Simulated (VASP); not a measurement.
## GaN: single point with PBE

The system is GaN.

```
Ga N
1.0
     3.28274    0.00000    0.00000
    -1.64137    2.84293    0.00000
     0.00000    0.00000    5.18025
Ga N
2 2
Cartesian
  1.6414 0.9476 2.5856
  0.0000 1.8953 5.1758
  1.6414 0.9476 4.5372
  0.0000 1.8953 1.9471
```

This cell differs from its parent crystal: biaxial strain in the a-b plane: +2.0 %.

```json
{
  "Program": "VASP 6.6.1",
  "Task": "single point",
  "Functional": "PBE",
  "Potentials or basis": "VASP PAW PBE potentials, release 64 (Ga_d, N)",
  "Cutoff": "520 eV",
  "k mesh": "12 × 12 × 6",
  "Occupations": "gaussian, width 0.02 eV",
  "Spin": "no spin polarisation"
}
```

```
Pressure               : -4.1 GPa
Largest force          : 0.270 eV/Å
Band gap on the k mesh : 1.54 eV, direct
```

Forces in eV/Å, atoms in the order of the input:
```
Ga   0.000  0.000 -0.270
Ga   0.000  0.000 -0.270
N    0.000  0.000  0.270
N    0.000  0.000  0.270
```

Stress tensor (GPa, compression positive):
```
-7.56  0.00  0.00
 0.00 -7.56  0.00
 0.00  0.00  2.90
```

Levels at points of the mesh, in eV from the valence-band top:
| k point | band 14 | band 15 | band 16 | band 17 | band 18 | band 19 | band 20 | band 21 | band 22 | band 23 |
| --- | --- | --- | --- | --- | --- | --- | --- | --- | --- | --- |
| (0.00, 0.00, 0.00) | -1.12 | -1.12 | -0.04 | -0.04 | 0.00 | 1.54 | 3.59 | 9.08 | 9.30 | 9.30 |
| (0.50, 0.00, 0.00) | -4.98 | -4.00 | -2.68 | -2.08 | -0.90 | 4.68 | 5.19 | 6.11 | 8.18 | 9.99 |
| (0.00, 0.00, 0.50) | -3.64 | -0.59 | -0.59 | -0.59 | -0.59 | 3.77 | 3.77 | 8.32 | 8.32 | 9.81 |
| (0.50, 0.00, 0.50) | -6.32 | -1.87 | -1.87 | -1.70 | -1.70 | 4.26 | 4.26 | 7.46 | 7.46 | 9.64 |

Wall time 65 s on 1 thread of Intel(R) Xeon(R) Platinum 8124M CPU @ 3.00GHz (Skylake/Cascade Lake), with other jobs on the host, peak memory 0.21 GiB.

Caveat: the cell differs from its parent crystal (biaxial strain in the a-b plane: +2.0 %).
